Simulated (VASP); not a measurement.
# Ag (Fm-3m) in VASP: further runs

Runs on Ag. Level: PBE. Tasks: single point, relaxation of cell and atoms.

All numbers are computed with VASP 6.6.1; they aren't measurements. Logs are shortened: lines on timing, memory, paths and dates and some standing lists are left out, and cuts for length are marked.

## Step 1: The cell of the first run

Symmetry: Fm-3m, No. 225, cubic system. The conventional cell has a = 4.148 Å, b = 4.148 Å, c = 4.148 Å, α = 90.00°, β = 90.00°, γ = 90.00°. Ag (site symmetry m-3m) has 12 Ag at 2.93 Å within 3.9 Å.

## Step 2: Single point, PBE

Input file INCAR:

```
PREC = Accurate
ENCUT = 500
EDIFF = 1E-6
ISMEAR = 1
SIGMA = 0.2
LREAL = F
LASPH = T
NELM = 120
ALGO = Normal
ISIF = 2
LWAVE = F
LCHARG = F
GGA = PE
NBANDS = 12
GGA_COMPAT = F
```

Input file KPOINTS:

```
regular mesh
0
Gamma
  18 18 18
```

Input file POSCAR:

```
Ag
1.0
    0.0000000000      2.0738170612      2.0738170612
    2.0738170612      0.0000000000      2.0738170612
    2.0738170612      2.0738170612      0.0000000000
Ag
1
Direct
    0.0000000000      0.0000000000      0.0000000000
```

Potentials or basis: VASP PAW PBE potentials, release 64 (Ag).

Command:

```bash
> cat potpaw_PBE.64/Ag/POTCAR > POTCAR
> mpirun -np 1 vasp_std > vasp.out
```

OUTCAR:

```text
PREC = Accurate
   ENCUT = 500
   EDIFF = 1E-6
   ISMEAR = 1
   LREAL = F
   LASPH = T
   NELM = 120
   ISIF = 2
   GGA = PE

 ion  position               nearest neighbor table
   1  0.000  0.000  0.000-

  LATTYP: Found a face centered cubic cell.
 ALAT       =     4.1476341224

  Lattice vectors:

 A1 = (   0.0000000000,   2.0738170612,   2.0738170612)
 A2 = (   2.0738170612,   0.0000000000,   2.0738170612)
 A3 = (   2.0738170612,   2.0738170612,   0.0000000000)

Analysis of symmetry for initial positions (statically):
=====================================================================
 Subroutine PRICEL returns:
 Original cell was already a primitive cell.

 Routine SETGRP: Setting up the symmetry group for a
 face centered cubic supercell.

 Subroutine GETGRP returns: Found 48 space group operations
 (whereof 48 operations were pure point group operations)
 out of a pool of 48 trial point group operations.

The static configuration has the point symmetry O_h .

Analysis of symmetry for dynamics (positions and initial velocities):
=====================================================================
 Subroutine PRICEL returns:
 Original cell was already a primitive cell.

 Routine SETGRP: Setting up the symmetry group for a
 face centered cubic supercell.

 Subroutine GETGRP returns: Found 48 space group operations
 (whereof 48 operations were pure point group operations)
 out of a pool of 48 trial point group operations.

The dynamic configuration has the point symmetry O_h .

 Subroutine INISYM returns: Found 48 space group operations
 (whereof 48 operations are pure point group operations),
 and found     1 'primitive' translations

----------------------------------------------------------------------------------------

                                     Primitive cell

  volume of cell :      17.8378

  direct lattice vectors                    reciprocal lattice vectors
     0.000000000  2.073817061  2.073817061    -0.241101305  0.241101305  0.241101305
     2.073817061  0.000000000  2.073817061     0.241101305 -0.241101305  0.241101305
     2.073817061  2.073817061  0.000000000     0.241101305  0.241101305 -0.241101305

  length of vectors
     2.932820214  2.932820214  2.932820214     0.417599710  0.417599710  0.417599710

  position of ions in fractional coordinates (direct lattice)
     0.000000000  0.000000000  0.000000000

  ion indices of the primitive-cell ions
   primitive index   ion index
                 1           1

----------------------------------------------------------------------------------------

 KPOINTS: regular mesh

Automatic generation of k-mesh.
 Grid dimensions read from file:
 generate k-points for:   18   18   18

 Generating k-lattice:

  Cartesian coordinates                     Fractional coordinates (reciprocal lattice)
    -0.013394517  0.013394517  0.013394517     0.055555556  0.000000000  0.000000000
     0.013394517 -0.013394517  0.013394517     0.000000000  0.055555556  0.000000000
     0.013394517  0.013394517 -0.013394517     0.000000000  0.000000000  0.055555556

  Length of vectors
     0.023199984  0.023199984  0.023199984

  Shift w.r.t. Gamma in fractional coordinates (k-lattice)
     0.000000000  0.000000000  0.000000000

 Subroutine IBZKPT returns following result:
 ===========================================

 Found    195 irreducible k-points:

 Following reciprocal coordinates:
            Coordinates               Weight
  0.000000  0.000000  0.000000      1.000000
  0.055556  0.000000  0.000000      8.000000
  0.111111  0.000000  0.000000      8.000000
  0.166667  0.000000  0.000000      8.000000
  0.222222  0.000000  0.000000      8.000000
  0.277778  0.000000  0.000000      8.000000
[... 16 lines left out ...]
 -0.277778  0.055556  0.000000     24.000000
 -0.222222  0.055556  0.000000     24.000000
 [... further k-points ...]
   k-points           NKPTS =    195   k-points in BZ     NKDIM =    195   number of bands    NBANDS=     12
   number of dos      NEDOS =    301   number of ions     NIONS =      1
   total plane-waves  NPLWV =  13824
   dimension x,y,z NGX =    24 NGY =   24 NGZ =   24
   dimension x,y,z NGXF=    48 NGYF=   48 NGZF=   48
   ions per type =               1
   NGX,Y,Z   is equivalent  to a cutoff of  13.60, 13.60, 13.60 a.u.
   NGXF,Y,Z  is equivalent  to a cutoff of  27.21, 27.21, 27.21 a.u.
 SYSTEM =  unknown system
   PREC   = accura    normal or accurate (medium, high low for compatibility)
   ISTART =      0    job   : 0-new  1-cont  2-samecut
   ICHARG =      2    charge: 1-file 2-atom 10-const
   ISPIN  =      1    spin polarized calculation?
   LNONCOLLINEAR =      F non collinear calculations
   LSORBIT =      F    spin-orbit coupling
   LASPH  =      T    aspherical Exc in radial PAW
   ENCUT  =  500.0 eV  36.75 Ry    6.06 a.u.   5.35  5.35  5.35*2*pi/ulx,y,z
   NELM   =    120;   NELMIN=  2; NELMDL= -5     # of ELM steps
   EDIFF  = 0.1E-05   stopping-criterion for ELM
   LREAL  =      F    real-space projection
   EDIFFG = 0.1E-04   stopping-criterion for IOM
   NSW    =      0    number of steps for IOM
   IBRION =     -1    ionic relax: 0-MD 1-quasi-New 2-CG
   NFREE  =      0    steps in history (QN), initial steepest desc. (CG)
   ISIF   =      2    stress and relaxation
   ISYM   =      2    0-nonsym 1-usesym 2-fastsym
   POTIM  = 0.5000    time-step for ionic-motion
   TEBEG  =    0.0;   TEEND  =   0.0 temperature during run
   PSTRESS=    0.0 pullay stress
   NELECT =      11.0000    total number of electrons
   NUPDOWN=      -1.0000    fix difference up-down
   EMIN   =  10.00;   EMAX   =-10.00  energy-range for DOS
   EFERMI =   0.00;   METHOD = LEGACY
   ISMEAR =     1;   SIGMA  =   0.20  broadening in eV -4-tet -1-fermi 0-gaus
   EFERMI_NEDOS =   21; number of points for ismear=-14 and -15
   IALGO  =     38    algorithm
   IMIX   =      4    mixing-type and parameters
     AMIX     =   0.40;   BMIX     =  1.00
     AMIX_MAG =   1.60;   BMIX_MAG =  1.00
  volume/ion in A,a.u.               =      17.84       120.38
  Fermi-wavevector in a.u.,A,eV,Ry     =   1.393452  2.633242 26.418540  1.941708
  Thomas-Fermi vector in A             =   2.517097
   LORBIT       =      0    0 simple, 1 ext, 2 COOP (PROOUT), +10 PAW based schemes
   GGA     = PE    functional components
   LHFCALC =     F    Hartree Fock is set to
   AEXX    =    0.0000 exact exchange contribution
   IVDW    =     0    specifies the selected vdW correction
   LEPSILON=     F    determine dielectric tensor
   LRPA    =     F    only Hartree local field effects (RPA)
 non-spin polarized calculation
 Methfessel and Paxton  Order N= 1 SIGMA  =   0.20
  energy-cutoff  :      500.00
  volume of cell :       17.84
 maximum number of plane-waves:       467
 NGX is ok and might be reduce to    24
   NGX = 11   NGY = 11   NGZ = 11

 number of electron      11.0000000 magnetization

 Free energy of the ion-electron system (eV)
  ---------------------------------------------------
  ext. energy  EPLUGINS =         0.00000000
  ---------------------------------------------------
  free energy    TOTEN  =        -2.72023494 eV

  energy without entropy =       -2.72056820  energy(sigma->0) =       -2.72034603

 E-fermi :   7.7879     XC(G=0): -11.9422

 val. band max:        7.7567246528   @ k =   0.5000   0.1667   0.0556
 cond. band min:       7.8965646754   @ k =   0.5000   0.3333   0.1111
 fundamental gap:      0.1398400226
 Fermi energy:         7.7878538089

 k-point     1 :       0.0000    0.0000    0.0000
  band No.  band energies     occupation
      1       0.3764      2.00000
      2       3.1705      2.00000
      3       3.1705      2.00000
      4       3.1705      2.00000
      5       4.1244      2.00000
      6       4.1244      2.00000
      7      23.7381      0.00000
      8      27.0491      0.00000
      9      27.0491      0.00000
     10      27.0491      0.00000
     11      31.7490      0.00000
     12      32.6100      0.00000

 k-point     2 :       0.0556    0.0000    0.0000
  band No.  band energies     occupation
      1       0.4697      2.00000
      2       3.1500      2.00000
      3       3.1955      2.00000
      4       3.1955      2.00000
      5       4.1150      2.00000
      6       4.1150      2.00000
      7      23.7429      0.00000
      8      26.2079      0.00000
      9      27.0742      0.00000
     10      27.0742      0.00000
     11      31.7591      0.00000
     12      32.5235      0.00000

 k-point     3 :       0.1111    0.0000    0.0000
  band No.  band energies     occupation
      1       0.7395      2.00000
      2       3.1029      2.00000
      3       3.2608      2.00000
      4       3.2608      2.00000
      5       4.0965      2.00000
      6       4.0965      2.00000
      7      23.3833      0.00000
      8      24.8935      0.00000
      9      27.1280      0.00000
     10      27.1280      0.00000
     11      30.9390      0.00000
     12      32.1988      0.00000
[... 286 lines left out ...]
 k-point    23 :      -0.2778    0.0556    0.0000
  band No.  band energies     occupation
      1       1.8743      2.00000
      2       3.2941      2.00000
      3       3.3506      2.00000
      4       3.7962      2.00000
      5       4.2602      2.00000
      6       4.7463      2.00000
      7      16.9267      0.00000
      8      23.5062      0.00000
      9      25.4615      0.00000
     10      27.7107      0.00000
     11      29.6322      0.00000
     12      29.7871      0.00000

 k-point    24 :      -0.2222    0.0556    0.0000
  band No.  band energies     occupation
      1       1.7364      2.00000
      2       3.1955      2.00000
      3       3.3976      2.00000
      4       3.4247      2.00000
      5       4.0835      2.00000
      6       4.4261      2.00000
      7      19.0385      0.00000
      8      23.7940      0.00000
      9      26.0057      0.00000
     10      28.4034      0.00000
     11      29.1568      0.00000
     12      30.0616      0.00000

 [... further k-points ...]
[... 5 lines left out ...]
  --------------------------------------------------------------------------------------
  -------------------------------------------------------------------------------------
  Total       -0.0105139     -0.0105139     -0.0105139     -0.0000000      0.0000000      0.0000000
  in kB       -0.9443547     -0.9443547     -0.9443547     -0.0000000      0.0000000      0.0000000
  external PRESSURE =      -0.9443547 kB  Pullay stress =       0.0000000 kB

 VOLUME and BASIS-vectors are now :
 -----------------------------------------------------------------------------
  energy-cutoff  :      500.00
  volume of cell :       17.84
      direct lattice vectors                 reciprocal lattice vectors
     0.000000000  2.073817061  2.073817061    -0.241101305  0.241101305  0.241101305
     2.073817061  0.000000000  2.073817061     0.241101305 -0.241101305  0.241101305
     2.073817061  2.073817061  0.000000000     0.241101305  0.241101305 -0.241101305

 POSITION                                       TOTAL-FORCE (eV/Angst)
 -----------------------------------------------------------------------------------
      0.00000      0.00000      0.00000         0.000000      0.000000      0.000000
 -----------------------------------------------------------------------------------
    total drift:                               -0.000000      0.000000     -0.000000

  FREE ENERGIE OF THE ION-ELECTRON SYSTEM (eV)
  ---------------------------------------------------
  free  energy   TOTEN  =        -2.7202349418 eV

  energy  without entropy=       -2.7205681976  energy(sigma->0) =       -2.72034603
```

It took 26 s on 1 thread of Intel Xeon 8259CL, shared host; peak memory 0.17 GiB.

Results:

```yaml
Free_energy: -2.7202 eV
Pressure: -0.1 GPa
```

## Step 3: Relaxation of cell and atoms, PBE

This run uses another cell than the first one, of 17.05 Å³/atom, 0.956 times its volume.

Input file INCAR:

```
SYSTEM = Ag
PREC     = Accurate       ! precision mode
ENCUT    = 500            ! plane-wave cutoff, eV
EDIFF    = 1E-7           ! SCF threshold, eV
ISMEAR   = 1              ! smearing method
SIGMA    = 0.2            ! smearing width, eV
LREAL    = .FALSE.        ! projectors in reciprocal space
LASPH    = .TRUE.         ! aspherical terms in the spheres
NELM     = 120            ! most SCF steps
ALGO     = Normal         ! electronic algorithm
ISIF     = 3              ! what is computed and relaxed
LWAVE    = .FALSE.        ! write WAVECAR
LCHARG   = .FALSE.        ! write CHGCAR
GGA      = PE             ! functional
IBRION   = 2              ! ionic algorithm
NSW      = 100            ! ionic steps
EDIFFG   = -0.002         ! ionic threshold
GGA_COMPAT= .FALSE.      
NELMIN   = 4
```

Input file KPOINTS:

```
regular mesh
0
G
  18 18 18
  0 0 0
```

Input file POSCAR:

```
Ag
1.0
    0.0000000000      2.0427500000      2.0427500000
    2.0427500000      0.0000000000      2.0427500000
    2.0427500000      2.0427500000      0.0000000000
Ag
1
Direct
    0.0000000000      0.0000000000      0.0000000000
```

Potentials or basis: VASP PAW PBE potentials, release 64 (Ag).

Command:

```bash
> cat potpaw_PBE.64/Ag/POTCAR > POTCAR
> mpirun -np 1 vasp_std > vasp.out
```

OUTCAR:

```text
SYSTEM = Ag
   PREC = Accurate
   ENCUT = 500
   EDIFF = 1E-7
   ISMEAR = 1
   LREAL = .FALSE.
   LASPH = .TRUE.
   NELM = 120
   ISIF = 3
   GGA = PE
   IBRION = 2
   NSW = 100
   EDIFFG = -0.002
   NELMIN = 4

 ion  position               nearest neighbor table
   1  0.000  0.000  0.000-

  LATTYP: Found a face centered cubic cell.
 ALAT       =     4.0855000000

  Lattice vectors:

 A1 = (   0.0000000000,   2.0427500000,   2.0427500000)
 A2 = (   2.0427500000,   0.0000000000,   2.0427500000)
 A3 = (   2.0427500000,   2.0427500000,   0.0000000000)

Analysis of symmetry for initial positions (statically):
=====================================================================
 Subroutine PRICEL returns:
 Original cell was already a primitive cell.

[... 254 lines left out ...]
 Fermi energy:         7.7979566241

 k-point     1 :       0.0000    0.0000    0.0000
  band No.  band energies     occupation
      1       0.3812      2.00000
      2       3.1781      2.00000
      3       3.1781      2.00000
      4       3.1781      2.00000
      5       4.1333      2.00000
      6       4.1333      2.00000
      7      23.7502      0.00000
      8      27.0658      0.00000
      9      27.0658      0.00000
[... 265 lines left out ...]
 k-point    24 :      -0.2222    0.0556    0.0000
  band No.  band energies     occupation
      1       1.7421      2.00000
      2       3.2029      2.00000
      3       3.4055      2.00000
      4       3.4324      2.00000
      5       4.0923      2.00000
      6       4.4353      2.00000
      7      19.0545      0.00000
      8      23.8088      0.00000
      9      26.0233      0.00000

 [... further k-points ...]

------------------------ aborting loop because EDIFF is reached ----------------------------------------

  FORCE on cell =-STRESS in cart. coord.  units (eV):
  Direction    XX          YY          ZZ          XY          YZ          ZX
  --------------------------------------------------------------------------------------
  -------------------------------------------------------------------------------------
  Total        0.0014621      0.0014621      0.0014621      0.0000000      0.0000000     -0.0000000
  in kB        0.1314235      0.1314235      0.1314235      0.0000000      0.0000000     -0.0000000
  external PRESSURE =       0.1314235 kB  Pullay stress =       0.0000000 kB
[... 16 lines left out ...]
  FREE ENERGIE OF THE ION-ELECTRON SYSTEM (eV)
  ---------------------------------------------------
  free  energy   TOTEN  =        -2.7200783774 eV

  energy  without entropy=       -2.7204157000  energy(sigma->0) =       -2.72019082

 reached required accuracy - stopping structural energy minimisation
```

OSZICAR:

```text
N       E                     dE             d eps       ncg     rms          rms(c)
DAV:   1     0.430554214717E+02    0.43055E+02   -0.56501E+03  3646   0.107E+03
DAV:   2    -0.261089151848E+01   -0.45666E+02   -0.43640E+02  3631   0.204E+02
DAV:   3    -0.296317272252E+01   -0.35228E+00   -0.35220E+00  4184   0.219E+01
[... 22 lines left out ...]
DAV:   3    -0.272060224792E+01    0.17447E-02   -0.33691E-03  3566   0.581E-01    0.377E-01
DAV:   4    -0.272007894702E+01    0.52330E-03   -0.82492E-04  3708   0.249E-01    0.306E-02
DAV:   5    -0.272007710335E+01    0.18437E-05   -0.42918E-06  3707   0.222E-02    0.171E-02
DAV:   6    -0.272007835486E+01   -0.12515E-05   -0.11111E-06  3834   0.934E-03    0.138E-03
DAV:   7    -0.272007837740E+01   -0.22545E-07   -0.15978E-08  2173   0.132E-03
   3 F= -.27200784E+01 E0= -.27201908E+01  d E =-.105740E-01
```

CONTCAR:

```text
Ag
   1.00000000000000
    -0.0000000000000000    2.0732872021475917    2.0732872021475917
     2.0732872021475917    0.0000000000000000    2.0732872021475917
     2.0732872021475917    2.0732872021475917   -0.0000000000000000
  Ag
     1
Direct
     0.0000000000000000    0.0000000000000000    0.0000000000000000

  0.00000000E+00  0.00000000E+00  0.00000000E+00
```

Run time: 59 s. Hardware: 1 thread of Intel Xeon 8259CL, shared host; peak memory 0.17 GiB.

Results:

- Free energy: -2.7201 eV
- Relaxed volume: 17.82 Å³/atom
- Relaxed cell: a = 2.932 Å, b = 2.932 Å, c = 2.932 Å, α = 60.00°, β = 60.00°, γ = 60.00°
- Space group after relaxing (to 0.05 Å): Fm-3m (No. 225)
- Energy gained by relaxing: 10.6 meV/atom
- Ionic steps: 3
- Pressure after relaxing: 0.0 GPa

The path:
```tsv
step	energy change (eV)	largest force (eV/Å)	pressure (GPa)	volume (Å³)
1	0.0000	0.0000	4.60	17.05
2	-0.0074	0.0000	-2.13	18.28
3	-0.0106	0.0000	0.01	17.82
```

Final structure:
```
CELL_PARAMETERS angstrom
0.00000 2.07329 2.07329
2.07329 0.00000 2.07329
2.07329 2.07329 0.00000
ATOMIC_POSITIONS crystal
Ag 0.00000 0.00000 0.00000
```

Levels at points of the mesh, in eV from the Fermi level:
| k point | band 4 | band 5 | band 6 | band 7 | band 8 | band 9 |
| --- | --- | --- | --- | --- | --- | --- |
| (0.00, 0.00, 0.00) | -4.62 | -3.66 | -3.66 | 15.95 | 19.27 | 19.27 |
| (0.50, 0.00, 0.00) | -2.93 | -2.93 | -0.25 | 3.39 | 15.18 | 17.45 |
| (0.50, 0.50, 0.00) | -2.74 | -2.74 | 1.68 | 6.43 | 10.47 | 10.47 |
